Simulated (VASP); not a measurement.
# Ti2O (P-3m1) in VASP: a series of runs, part 2 of 2

VASP 6.6.1. Earlier steps stand in the parts before.

### Step 4. Relaxation of cell and atoms, PBEsol, target pressure 15 GPa, at which the enthalpy is minimised

This run uses another cell than the first one, of 11.12 Å³/atom, 0.943 times its volume.

INCAR reads:

```
ALGO = Normal
EDIFF = 1E-7
EDIFFG = -0.008
ENCUT = 600
GGA = PS
IBRION = 2
ISIF = 3
ISMEAR = 0
LASPH = T
LCHARG = F
LREAL = F
LWAVE = F
NELM = 60
NSW = 70
PREC = Accurate
PSTRESS = 150.0
SIGMA = 0.1
```

KPOINTS reads:

```
k-points
0
Gamma
  18 18 10
```

POSCAR reads:

```
Ti2O
1.0
    2.8850553681      0.0000000000      0.0000000000
   -1.4425276840      2.4985312401      0.0000000000
    0.0000000000      0.0000000000      4.6261781784
Ti O
2 1
Direct
    0.6666666667      0.3333333333      0.2642326580
    0.3333333333      0.6666666667      0.7357673420
    0.0000000000      0.0000000000      0.0000000000
```

Command:

```
$ cat potpaw_PBE.64/Ti_sv/POTCAR potpaw_PBE.64/O/POTCAR > POTCAR
$ mpirun -np 1 vasp_std > vasp.out
```

Run time: 12 min. Hardware: 1 thread of Oxide Virtual Turin-like, shared host; peak memory 0.32 GiB.

It converged, with:

```yaml
Free_energy: -27.5103 eV
Relaxed_volume: 11.14 Å³/atom
Relaxed_cell: a = 2.883 Å, b = 2.883 Å, c = 4.641 Å, α = 90.00°, β = 90.00°, γ = 120.00°
Space_group_after_relaxing_to_0.05_Å: P-3m1 (No. 164)
Energy_change_on_relaxing_the_enthalpy_is_what_falls: -2.5 meV/atom
Ionic_steps: 6
Pressure_after_relaxing: 15.0 GPa
Band_gap_on_the_k_mesh: zero (band 15 reaches 11.27 eV, above the bottom of band 16 at 10.49 eV)
```

The path:
```tsv
step	energy change (eV)	largest force (eV/Å)	pressure (GPa)	volume (Å³)
1	0.0000	0.1563	15.78	33.35
2	-0.0251	0.0179	13.50	33.61
3	-0.0151	0.0560	14.47	33.50
4	-0.0066	0.0104	15.07	33.40
5	-0.0067	0.0102	15.07	33.40
6	-0.0074	0.0001	15.00	33.41
```

Final structure:
```
Ti O
1.0
     2.88318    0.00000    0.00000
    -1.44159    2.49691    0.00000
     0.00000    0.00000    4.64089
Ti O
2 1
Direct
  0.66667 0.33333 0.26618
  0.33333 0.66667 0.73382
  0.00000 0.00000 0.00000
```

Levels at points of the mesh, in eV from the Fermi level:
```
           k point  band 13  band 14  band 15  band 16  band 17  band 18
(0.00, 0.00, 0.00)    -3.59    -0.07     0.20     0.60     0.60     1.20
(0.50, 0.00, 0.00)    -2.93    -1.33    -0.40     1.37     1.96     3.19
(0.00, 0.00, 0.50)    -1.77    -1.65     0.10     0.10     1.42     2.21
(0.50, 0.00, 0.50)    -1.77    -1.28    -0.55    -0.27     1.13     3.00
```

Caveat: the cell is relaxed towards a set pressure, so the enthalpy falls and the energy may rise; the PAW data sets were made with another functional, which shifts forces and pressure a little.

### Step 5. Relaxation of cell and atoms, PBEsol, target pressure 8 GPa, at which the enthalpy is minimised

This run uses another cell than the first one, of 11.45 Å³/atom, 0.971 times its volume.

INCAR reads:

```
SYSTEM = Ti2O
PREC     = Accurate       ! precision mode
ENCUT    = 600            ! plane-wave cutoff, eV
EDIFF    = 1E-6           ! SCF threshold, eV
ISMEAR   = 0              ! smearing method
SIGMA    = 0.1            ! smearing width, eV
LREAL    = .FALSE.        ! projectors in reciprocal space
LASPH    = .TRUE.         ! aspherical terms in the spheres
NELM     = 100            ! most SCF steps
ALGO     = Normal         ! electronic algorithm
ISIF     = 3              ! what is computed and relaxed
LWAVE    = .FALSE.        ! write WAVECAR
LCHARG   = .FALSE.        ! write CHGCAR
GGA      = PS             ! functional
IBRION   = 2              ! ionic algorithm
NSW      = 70             ! ionic steps
EDIFFG   = -0.008         ! ionic threshold
PSTRESS  = 80.0
```

KPOINTS reads:

```
regular mesh
0
G
  18 18 10
  0 0 0
```

POSCAR reads:

```
Ti2O
1.0
    2.9145172948      0.0000000000      0.0000000000
   -1.4572586474      2.5240460171      0.0000000000
    0.0000000000      0.0000000000      4.6673822968
Ti O
2 1
Direct
    0.6666666667      0.3333333333      0.2633225975
    0.3333333333      0.6666666667      0.7366774025
    0.0000000000      0.0000000000      0.0000000000
```

Potentials or basis: VASP PAW PBE potentials, release 64 (Ti_sv, O).

Command:

```
$ cat potpaw_PBE.64/Ti_sv/POTCAR potpaw_PBE.64/O/POTCAR > POTCAR
$ mpirun -np 1 vasp_std > vasp.out
```

OUTCAR:

```text
SYSTEM = Ti2O
   PREC = Accurate
   ENCUT = 600
   EDIFF = 1E-6
   ISMEAR = 0
   LREAL = .FALSE.
   LASPH = .TRUE.
   NELM = 100
   ISIF = 3
   GGA = PS
   IBRION = 2
   NSW = 70
   EDIFFG = -0.008
   PSTRESS = 80.0

 ion  position               nearest neighbor table
   1  0.667  0.333  0.263-   3 2.08   3 2.08   3 2.08   2 2.78   2 2.78   2 2.78
   2  0.333  0.667  0.737-   3 2.08   3 2.08   3 2.08   1 2.78   1 2.78   1 2.78
   3  0.000  0.000  0.000-   1 2.08   2 2.08   1 2.08   2 2.08   1 2.08   2 2.08

  LATTYP: Found a hexagonal cell.
 ALAT       =     2.9145172948
 C/A-ratio  =     1.6014254934

  Lattice vectors:

 A1 = (   2.9145172948,   0.0000000000,   0.0000000000)
 A2 = (  -1.4572586474,   2.5240460171,   0.0000000000)
 A3 = (   0.0000000000,   0.0000000000,   4.6673822968)

Analysis of symmetry for initial positions (statically):
=====================================================================
 Subroutine PRICEL returns:
 Original cell was already a primitive cell.

 Routine SETGRP: Setting up the symmetry group for a
 hexagonal supercell.

[... 172 lines left out ...]

  FORCE on cell =-STRESS in cart. coord.  units (eV):
  Direction    XX          YY          ZZ          XY          YZ          ZX
  --------------------------------------------------------------------------------------
  -------------------------------------------------------------------------------------
  Total        1.8449280      1.8449280      1.8409779      0.0000000     -0.0000000      0.0000000
  in kB       86.0900011     86.0900011     85.9056805      0.0000000     -0.0000000      0.0000000
  external PRESSURE =       6.0285609 kB  Pullay stress =      80.0000000 kB
[... 182 lines left out ...]
--------------------------------------- Ionic step        6  -------------------------------------------

 number of electron      29.9999993 magnetization

 Free energy of the ion-electron system (eV)
  ---------------------------------------------------
  ext. energy  EPLUGINS =         0.00000000
  ---------------------------------------------------
  free energy    TOTEN  =       -27.58147218 eV

  energy without entropy =      -27.57641385  energy(sigma->0) =      -27.57894302

 E-fermi :  10.4571     XC(G=0): -12.7782

 val. band max:       10.4540695731   @ k =   0.5000   0.0000   0.4000
 cond. band min:      10.4619515817   @ k =   0.1667   0.0556   0.2000
 fundamental gap:      0.0078820087
 Fermi energy:        10.4571337971

 k-point     1 :       0.0000    0.0000    0.0000
  band No.  band energies     occupation
      1     -46.4340      2.00000
      2     -46.2720      2.00000
      3     -23.2926      2.00000
      4     -22.4942      2.00000
      5     -22.4942      2.00000
      6     -22.3932      2.00000
[... 505 lines left out ...]
      6     -22.7082      2.00000
[... 11 lines left out ...]
     18      13.0677      0.00000
     19      13.3869      0.00000

 [... further k-points ...]

------------------------ aborting loop because EDIFF is reached ----------------------------------------

  FORCE on cell =-STRESS in cart. coord.  units (eV):
  Direction    XX          YY          ZZ          XY          YZ          ZX
  --------------------------------------------------------------------------------------
  -------------------------------------------------------------------------------------
  Total        1.7222370      1.7222370      1.7208474      0.0000000     -0.0000000      0.0000000
  in kB       80.2436330     80.2436330     80.1788845      0.0000000     -0.0000000      0.0000000
  external PRESSURE =       0.2220502 kB  Pullay stress =      80.0000000 kB
[... 22 lines left out ...]
  energy  without entropy=      -27.5764138541  energy(sigma->0) =      -27.57894302

  enthalpy is  TOTEN    =       -25.8644641344 eV   P V=        1.7170080448

 reached required accuracy - stopping structural energy minimisation
```

OSZICAR:

```text
N       E                     dE             d eps       ncg     rms          rms(c)
DAV:   1     0.358261136000E+03    0.35826E+03   -0.17259E+04 12540   0.220E+03
DAV:   2     0.172153602149E+02   -0.34105E+03   -0.33291E+03 12639   0.562E+02
[... 48 lines left out ...]
   5 F= -.25864413E+02 E0= -.25861889E+02  d E =-.339404E-03
       N       E                     dE             d eps       ncg     rms          rms(c)
DAV:   1    -0.275816673527E+02   -0.60349E-03   -0.18848E-02 12762   0.202E+00    0.132E-01
DAV:   2    -0.275815615041E+02    0.10585E-03   -0.17994E-03 12822   0.443E-01    0.732E-02
DAV:   3    -0.275814720017E+02    0.89502E-04   -0.26693E-04 19169   0.189E-01    0.910E-03
DAV:   4    -0.275814725552E+02   -0.55353E-06   -0.34886E-05 15908   0.696E-02    0.522E-03
DAV:   5    -0.275814721791E+02    0.37608E-06   -0.14527E-06 11306   0.128E-02
   6 F= -.25864464E+02 E0= -.25861935E+02  d E =-.511674E-04
```

Wall time 11 min (1 thread of Oxide Virtual Turin-like, shared host); peak memory 0.33 GiB.

What came out:

* Free energy: -27.5815 eV
* Relaxed volume: 11.46 Å³/atom
* Relaxed cell: a = 2.913 Å, b = 2.913 Å, c = 4.679 Å, α = 90.00°, β = 90.00°, γ = 120.00°
* Space group after relaxing (to 0.05 Å): P-3m1 (No. 164)
* Energy change on relaxing (the enthalpy is what falls): -1.2 meV/atom
* Ionic steps: 6
* Pressure after relaxing: 8.0 GPa
* Band gap on the k mesh: zero (band 15 reaches 10.90 eV, above the bottom of band 16 at 10.12 eV)

The path:
| step | energy change (eV) | largest force (eV/Å) | pressure (GPa) | volume (Å³) |
| --- | --- | --- | --- | --- |
| 1 | 0.0000 | 0.1264 | 8.60 | 34.34 |
| 2 | -0.0111 | 0.0035 | 6.94 | 34.55 |
| 3 | -0.0072 | 0.0466 | 7.58 | 34.47 |
| 4 | -0.0034 | 0.0043 | 8.03 | 34.38 |
| 5 | -0.0033 | 0.0065 | 8.07 | 34.38 |
| 6 | -0.0037 | 0.0011 | 8.02 | 34.39 |

Final structure:
```
Ti O
1.0
     2.91320    0.00000    0.00000
    -1.45660    2.52291    0.00000
     0.00000    0.00000    4.67865
Ti O
2 1
Direct
  0.66667 0.33333 0.26502
  0.33333 0.66667 0.73498
  0.00000 0.00000 0.00000
```

Caveat: the cell is relaxed towards a set pressure, so the enthalpy falls and the energy may rise; the PAW data sets were made with another functional, which shifts forces and pressure a little.

### Step 6. Single point, PBEsol (biaxial strain in the a-b plane: +1.0 %)

INCAR reads:

```
  PREC = Accurate
  ENCUT = 520
  EDIFF = 1E-6
  ISMEAR = 0
  SIGMA = 0.1
  LREAL = F
  LASPH = T
  NELM = 80
  ALGO = Normal
  ISIF = 2
  LWAVE = F
  LCHARG = T
  GGA = PS
  LELF = T
  LVHAR = T
  NBANDS = 22
```

KPOINTS reads:

```
Automatic mesh
0
Gamma
  24 24 12
```

POSCAR reads:

```
Ti2O
1.0
    2.9824814979      0.0000000000      0.0000000000
   -1.4912407489      2.5829047435      0.0000000000
    0.0000000000      0.0000000000      4.6953912580
Ti O
2 1
Direct
    0.6666666667      0.3333333333      0.2626749712
    0.3333333333      0.6666666667      0.7373250288
    0.0000000000      0.0000000000      0.0000000000
```

Potentials or basis: VASP PAW PBE potentials, release 64 (Ti_sv, O).

Command:

```
$ cat potpaw_PBE.64/Ti_sv/POTCAR potpaw_PBE.64/O/POTCAR > POTCAR
$ mpirun -np 1 vasp_std > vasp.out
```

OUTCAR:

```text
PREC = Accurate
   ENCUT = 520
   EDIFF = 1E-6
   ISMEAR = 0
   LREAL = F
   LASPH = T
   NELM = 80
   ISIF = 2
   GGA = PS

 ion  position               nearest neighbor table
   1  0.667  0.333  0.263-   3 2.12   3 2.12   3 2.12   2 2.82   2 2.82   2 2.82
   2  0.333  0.667  0.737-   3 2.12   3 2.12   3 2.12   1 2.82   1 2.82   1 2.82
   3  0.000  0.000  0.000-   1 2.12   2 2.12   2 2.12   1 2.12   1 2.12   2 2.12

  LATTYP: Found a hexagonal cell.
[... 796 lines left out ...]

  FORCE on cell =-STRESS in cart. coord.  units (eV):
  Direction    XX          YY          ZZ          XY          YZ          ZX
  --------------------------------------------------------------------------------------
  -------------------------------------------------------------------------------------
  Total       -0.8310777     -0.8310777      0.0745890     -0.0000000      0.0000000     -0.0000000
  in kB      -36.8124103    -36.8124103      3.3039053     -0.0000000      0.0000000     -0.0000000
  external PRESSURE =     -23.4403051 kB  Pullay stress =       0.0000000 kB

 VOLUME and BASIS-vectors are now :
 -----------------------------------------------------------------------------
  energy-cutoff  :      520.00
  volume of cell :       36.17
      direct lattice vectors                 reciprocal lattice vectors
     2.982481498  0.000000000  0.000000000     0.335291267  0.193580503  0.000000000
    -1.491240749  2.582904743  0.000000000     0.000000000  0.387161006  0.000000000
     0.000000000  0.000000000  4.695391258     0.000000000  0.000000000  0.212974797

 POSITION                                       TOTAL-FORCE (eV/Angst)
 -----------------------------------------------------------------------------------
      1.49124      0.86097      1.23336         0.000000     -0.000000     -0.093090
     -0.00000      1.72194      3.46203        -0.000000      0.000000      0.093090
      0.00000      0.00000      0.00000         0.000000      0.000000     -0.000000
 -----------------------------------------------------------------------------------
    total drift:                               -0.000000      0.000000      0.000000

  FREE ENERGIE OF THE ION-ELECTRON SYSTEM (eV)
  ---------------------------------------------------
  free  energy   TOTEN  =       -27.6057631478 eV

  energy  without entropy=      -27.6005447686  energy(sigma->0) =      -27.60315396
```

stdout:

```text
POSCAR found type information on POSCAR TiO
 POSCAR found :  2 types and       3 ions
 scaLAPACK will be used
 -----------------------------------------------------------------------------
|                                                                             |
|                                                                             |
|     You enforced a specific xc type in the INCAR file but a different       |
|     I HOPE YOU KNOW WHAT YOU ARE DOING!                                     |
|                                                                             |
 -----------------------------------------------------------------------------

 LDA part: xc-table for (Slater+PW92), standard interpolation
 POSCAR, INCAR and KPOINTS ok, starting setup
 FFT: planning ... GRIDC
 FFT: planning ... GRID_SOFT
 FFT: planning ... GRID
 WAVECAR not read
 entering main loop
```

It took 9.9 min on 1 thread of Oxide Virtual Turin-like, shared host; peak memory 0.5 GiB.

What came out:

| Item | Value |
| --- | --- |
| Free energy | -27.6058 eV |
| Pressure | -2.3 GPa |
| Largest force | 0.093 eV/Å |
| Band gap on the k mesh | zero (band 15 reaches 10.29 eV, above the bottom of band 16 at 9.56 eV) |

Forces in eV/Å, atoms in the order of the input:
```
Ti   0.000  0.000 -0.093
Ti   0.000  0.000  0.093
O    0.000  0.000  0.000
```

Levels at points of the mesh, in eV from the Fermi level:
| k point | band 12 | band 13 | band 14 | band 15 | band 16 | band 17 | band 18 | band 19 |
| --- | --- | --- | --- | --- | --- | --- | --- | --- |
| (0.00, 0.00, 0.00) | -6.35 | -3.63 | 0.00 | 0.26 | 0.54 | 0.54 | 0.95 | 0.95 |
| (0.50, 0.00, 0.00) | -6.72 | -2.65 | -1.32 | -0.54 | 1.40 | 1.66 | 2.83 | 2.84 |
| (0.00, 0.00, 0.50) | -6.41 | -1.70 | -1.48 | 0.03 | 0.03 | 1.33 | 2.03 | 2.03 |
| (0.50, 0.00, 0.50) | -6.64 | -1.64 | -1.23 | -0.61 | -0.11 | 1.03 | 2.55 | 2.76 |

Caveat: the cell differs from its parent crystal (biaxial strain in the a-b plane: +1.0 %); the PAW data sets were made with another functional, which shifts forces and pressure a little.

### Step 7. The runs side by side

```tsv
task	cell	k mesh	cutoff (eV)	smearing	gap on the mesh (eV)	pressure (GPa)
relaxation of cell and atoms	relaxed to 6 GPa from a = 2.943, b = 2.943, c = 4.716 Å, angles 90.0, 90.0, 120.0°, 3 atoms	18 × 18 × 10	600	fermi-dirac 0.15 eV	none	6.0
relaxation of cell and atoms	relaxed from a = 2.953, b = 2.953, c = 4.724 Å, angles 90.0, 90.0, 120.0°, 3 atoms	18 × 18 × 10	600	fermi-dirac 0.15 eV	none	0.0
relaxation of cell and atoms	relaxed to 15 GPa from a = 2.885, b = 2.885, c = 4.626 Å, angles 90.0, 90.0, 120.0°, 3 atoms	18 × 18 × 10	600	gaussian 0.1 eV	none	15.0
relaxation of cell and atoms	relaxed to 8 GPa from a = 2.915, b = 2.915, c = 4.667 Å, angles 90.0, 90.0, 120.0°, 3 atoms	18 × 18 × 10	600	gaussian 0.1 eV	none	8.0
single point	a = 2.982, b = 2.982, c = 4.695 Å, angles 90.0, 90.0, 120.0°, 3 atoms	24 × 24 × 12	520	gaussian 0.1 eV	none	-2.3
```

Alike in all rows: level PBEsol; potentials or basis VASP PAW PBE potentials, release 64 (Ti_sv, O); no spin polarisation.

Caveats: the PAW data sets were made with another functional, which shifts forces and pressure a little; the cell is relaxed towards a set pressure, so the enthalpy falls and the energy may rise (some runs).

Total energies depend on the potentials used, so only differences within one code and one set of settings carry meaning.
